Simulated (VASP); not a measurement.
# Mg4O in VASP: notebook

The runs below take Mg4O through single point, with LDA.

Everything below comes from runs of VASP 6.6.1. Logs are shortened: lines on timing, memory, paths and dates and some standing lists are left out, and cuts for length are marked.

### 1 The cell of the first run

The cell holds a slab with vacuum, 5 atoms: a = 3.147 Å, b = 5.039 Å, c = 20.585 Å, α = 90.00°, β = 90.00°, γ = 90.00°.

### 2 Single point, LDA

The input, INCAR:

```
PREC     = Accurate       # precision mode
ENCUT    = 520            # plane-wave cutoff, eV
EDIFF    = 1E-6           # SCF threshold, eV
ISMEAR   = 0              # smearing method
SIGMA    = 0.1            # smearing width, eV
LREAL    = False          # projectors in reciprocal space
LASPH    = True           # aspherical terms in the spheres
NELM     = 60             # most SCF steps
ALGO     = Normal         # electronic algorithm
ISIF     = 2              # what is computed and relaxed
LWAVE    = False          # write WAVECAR
LCHARG   = False          # write CHGCAR
LDIPOL   = True         
IDIPOL   = 3            
DIPOL    = 0.5 0.5 0.326
GGA      = CA             # functional
NBANDS   = 15             # bands
```

The input, KPOINTS:

```
Automatic mesh
0
Gamma
  8 5 1
```

The input, POSCAR:

```
Mg4O
1.0
    3.1466128697      0.0000000000      0.0000000000
    0.0000000000      5.0388886589      0.0000000000
    0.0000000000      0.0000000000     20.5846139733
Mg O
4 1
Direct
    0.0000000000      0.7500000000      0.1943198937
    0.5000000000      0.2500000000      0.2384474589
    0.5000000000      0.7500000000      0.3306067122
    0.0000000000      0.2500000000      0.3684603453
    0.5000000000      0.7500000000      0.4962256755
```

Potentials or basis: VASP PAW LDA potentials, release 64 (Mg, O).

Started as:

```
$ cat potpaw_LDA.64/Mg/POTCAR potpaw_LDA.64/O/POTCAR > POTCAR
$ mpirun -np 1 vasp_std > vasp.out
```

OUTCAR:

```text
PREC = Accurate
   ENCUT = 520
   EDIFF = 1E-6
   ISMEAR = 0
   LREAL = False
   LASPH = True
   NELM = 60
   ISIF = 2
   GGA = CA

 ion  position               nearest neighbor table
   1  0.000  0.750  0.194-   2 3.11   2 3.11   2 3.11   2 3.11   3 3.22   3 3.22
   2  0.500  0.250  0.238-   4 3.10   4 3.10   1 3.11   1 3.11   1 3.11   1 3.11   3 3.15   3 3.15

   3  0.500  0.750  0.331-   4 3.07   4 3.07   4 3.07   4 3.07   2 3.15   2 3.15   1 3.22   1 3.22

   4  0.000  0.250  0.368-   3 3.07   3 3.07   3 3.07   3 3.07   2 3.10   2 3.10
   5  0.500  0.750  0.496-

  LATTYP: Found a simple orthorhombic cell.
 ALAT       =     3.1466128697
 B/A-ratio  =     1.6013691126
 C/A-ratio  =     6.5418323848

  Lattice vectors:

 A1 = (   3.1466128697,   0.0000000000,   0.0000000000)
 A2 = (   0.0000000000,   5.0388886589,   0.0000000000)
 A3 = (   0.0000000000,   0.0000000000,  20.5846139733)

Analysis of symmetry for initial positions (statically):
=====================================================================
 Subroutine PRICEL returns:
 Original cell was already a primitive cell.

 Routine SETGRP: Setting up the symmetry group for a
 simple orthorhombic supercell.

 Subroutine GETGRP returns: Found  4 space group operations
 (whereof  2 operations were pure point group operations)
 out of a pool of  8 trial point group operations.

The static configuration has the point symmetry C_1h.
 The point group associated with its full space group is C_2v.

Analysis of symmetry for dynamics (positions and initial velocities):
=====================================================================
 Subroutine PRICEL returns:
 Original cell was already a primitive cell.

 Routine SETGRP: Setting up the symmetry group for a
 simple orthorhombic supercell.

 Subroutine GETGRP returns: Found  4 space group operations
 (whereof  2 operations were pure point group operations)
 out of a pool of  8 trial point group operations.

The dynamic configuration has the point symmetry C_1h.
 The point group associated with its full space group is C_2v.

 Subroutine INISYM returns: Found  4 space group operations
 (whereof  2 operations are pure point group operations),
 and found     1 'primitive' translations

----------------------------------------------------------------------------------------

                                     Primitive cell

  volume of cell :     326.3779

  direct lattice vectors                    reciprocal lattice vectors
     3.146612870  0.000000000  0.000000000     0.317802043  0.000000000  0.000000000
[... 105 lines left out ...]
  Thomas-Fermi vector in A             =   1.614207
   LORBIT       =      0    0 simple, 1 ext, 2 COOP (PROOUT), +10 PAW based schemes
   GGA     = CA    functional components
   LHFCALC =     F    Hartree Fock is set to
   AEXX    =    0.0000 exact exchange contribution
   IVDW    =     0    specifies the selected vdW correction
   LEPSILON=     F    determine dielectric tensor
   LRPA    =     F    only Hartree local field effects (RPA)
 non-spin polarized calculation
 Gauss-broadening in eV      SIGMA  =   0.10
  energy-cutoff  :      520.00
  volume of cell :      326.38
 maximum number of plane-waves:      8852
 NGX is ok and might be reduce to    24
   NGX = 11   NGY = 19   NGZ = 77

 number of electron      14.0000001 magnetization

 dipolmoment           0.000000      0.000000      0.442986 electrons x Angstroem

 Free energy of the ion-electron system (eV)
  ---------------------------------------------------
  ext. energy  EPLUGINS =         0.00000000
  ---------------------------------------------------
  free energy    TOTEN  =        -7.97082627 eV

  energy without entropy =       -7.92685258  energy(sigma->0) =       -7.94883943

 E-fermi :  -3.6281     XC(G=0):  -3.7052

 val. band max:       -3.6450580824   @ k =   0.1250   0.2000   0.0000
 cond. band min:      -3.6105540120   @ k =   0.5000   0.0000   0.0000
 fundamental gap:      0.0345040704
 Fermi energy:        -3.6280910000

 k-point     1 :       0.0000    0.0000    0.0000
  band No.  band energies     occupation
      1     -18.3185      2.00000
      2      -9.8458      2.00000
      3      -7.5239      2.00000
      4      -4.6204      2.00000
      5      -4.4507      2.00000
      6      -3.8552      1.99868
      7      -3.8202      1.99340
      8      -3.5323      0.17564
      9      -3.3331      0.00003
     10      -2.2579      0.00000
     11      -1.4946      0.00000
     12      -1.1712      0.00000
     13       0.2009      0.00000
     14       1.2370      0.00000
[... 239 lines left out ...]
      2      -5.3327      2.00000
      3      -5.2109      2.00000
      4      -4.5386      2.00000
      5      -4.3817      2.00000
      6      -4.0744      2.00000
      7      -3.8304      1.99578
      8      -3.6551      1.29767
      9      -2.7145      0.00000
     10      -2.6047      0.00000
     11      -1.7318      0.00000
     12      -1.6395      0.00000
     13       0.1497      0.00000
     14       0.2115      0.00000
     15       1.1460      0.00000

------------------------ aborting loop because EDIFF is reached ----------------------------------------

 vacuum level on the upper side and lower side of the slab       (xc-potential included)         2.452        -2.478

  FORCE on cell =-STRESS in cart. coord.  units (eV):
  Direction    XX          YY          ZZ          XY          YZ          ZX
  --------------------------------------------------------------------------------------
  -------------------------------------------------------------------------------------
  Total       -2.2364332     -1.6882021     -5.3425263      0.0000000      0.0000000      0.0000000
  in kB      -10.9785685     -8.2873221    -26.2262649      0.0000000      0.0000000      0.0000000
  external PRESSURE =     -15.1640518 kB  Pullay stress =       0.0000000 kB

 VOLUME and BASIS-vectors are now :
 -----------------------------------------------------------------------------
  energy-cutoff  :      520.00
  volume of cell :      326.38
      direct lattice vectors                 reciprocal lattice vectors
     3.146612870  0.000000000  0.000000000     0.317802043  0.000000000  0.000000000
     0.000000000  5.038888659  0.000000000     0.000000000  0.198456459  0.000000000
     0.000000000  0.000000000 20.584613973     0.000000000  0.000000000  0.048579973

 POSITION                                       TOTAL-FORCE (eV/Angst)
 -----------------------------------------------------------------------------------
      0.00000      3.77917      4.00000         0.000000      0.000000      0.259619
      1.57331      1.25972      4.90835         0.000000      0.000000     -0.000257
      1.57331      3.77917      6.80541         0.000000      0.000000      0.449021
      0.00000      1.25972      7.58461         0.000000      0.000000      0.850338
      1.57331      3.77917     10.21461         0.000000      0.000000     -1.558721
 -----------------------------------------------------------------------------------
    total drift:                                0.000000      0.000000     -0.000141

  FREE ENERGIE OF THE ION-ELECTRON SYSTEM (eV)
  ---------------------------------------------------
  free  energy   TOTEN  =        -7.9708262685 eV

  energy  without entropy=       -7.9268525821  energy(sigma->0) =       -7.94883943

 vacuum level on the upper side and lower side of the slab         5.171         0.115
```

Wall time 62 s (1 thread of Intel Xeon 6975P-C (Granite Rapids), shared host); peak memory 0.33 GiB.

What came out:

| Property | Result |
| --- | --- |
| Free energy | -7.9708 eV |
| Largest force | 1.559 eV/Å |
| Band gap on the k mesh | zero (band 7 reaches -3.51 eV, above the bottom of band 8 at -3.76 eV) |

Forces on the atoms (eV/Å):
```
Mg   0.000  0.000  0.260
Mg   0.000  0.000  0.000
Mg   0.000  0.000  0.449
Mg   0.000  0.000  0.850
O    0.000  0.000 -1.559
```

Levels at points of the mesh, in eV from the Fermi level:
```
           k point  band 3  band 4  band 5  band 6  band 7  band 8  band 9  band 10  band 11  band 12
(0.00, 0.00, 0.00)   -3.90   -0.99   -0.82   -0.23   -0.19    0.10    0.29     1.37     2.13     2.46
(0.50, 0.00, 0.00)   -2.47   -0.95   -0.59    0.02    0.02    0.05    2.52     2.80     2.88     2.88
```

### 3 Single point, LDA

The input, INCAR:

```
  PREC = Accurate
  ENCUT = 520
  EDIFF = 1E-6
  ISMEAR = 0
  SIGMA = 0.1
  LREAL = F
  LASPH = T
  NELM = 60
  ALGO = Normal
  ISIF = 2
  LWAVE = F
  LCHARG = T
  LDIPOL = T
  IDIPOL = 3
  DIPOL = 0.5 0.5 0.337
  GGA = CA
  LELF = T
  LVHAR = T
  LVACPOTAV = T
  NBANDS = 15
```

The input, KPOINTS:

```
regular mesh
0
Gamma
  8 5 1
```

POSCAR, as its differences from that of step 2:

```diff
@@ -12,2 +12,2 @@
     0.0000000000      0.2500000000      0.3684603453
-    0.5000000000      0.7500000000      0.4962256755
+    0.5000000000      0.7500000000      0.5545216436
```

Potentials or basis: VASP PAW LDA potentials, release 64 (Mg, O).

Started as:

```
$ cat potpaw_LDA.64/Mg/POTCAR potpaw_LDA.64/O/POTCAR > POTCAR
$ mpirun -np 1 vasp_std > vasp.out
```

Run time: 71 s. Hardware: 1 thread of Intel Xeon 6975P-C (Granite Rapids), shared host; peak memory 0.33 GiB.

It converged, with:

```
Free energy            : -6.9052 eV
Largest force          : 0.435 eV/Å
Band gap on the k mesh : zero (band 7 reaches -3.53 eV, above the bottom of band 8 at -3.68 eV)
```

Forces on the atoms (eV/Å):
```
Mg   0.000  0.000  0.267
Mg   0.000  0.000 -0.040
Mg   0.000  0.000 -0.027
Mg   0.000  0.000  0.236
O    0.000  0.000 -0.435
```

Levels at points of the mesh, in eV from the Fermi level:
| k point | band 3 | band 4 | band 5 | band 6 | band 7 | band 8 | band 9 | band 10 | band 11 | band 12 |
| --- | --- | --- | --- | --- | --- | --- | --- | --- | --- | --- |
| (0.00, 0.00, 0.00) | -3.98 | -0.95 | -0.83 | -0.20 | -0.15 | -0.09 | 0.32 | 1.25 | 1.84 | 2.31 |
| (0.50, 0.00, 0.00) | -2.48 | -0.78 | -0.53 | -0.14 | 0.02 | 0.06 | 2.49 | 2.65 | 2.69 | 2.78 |
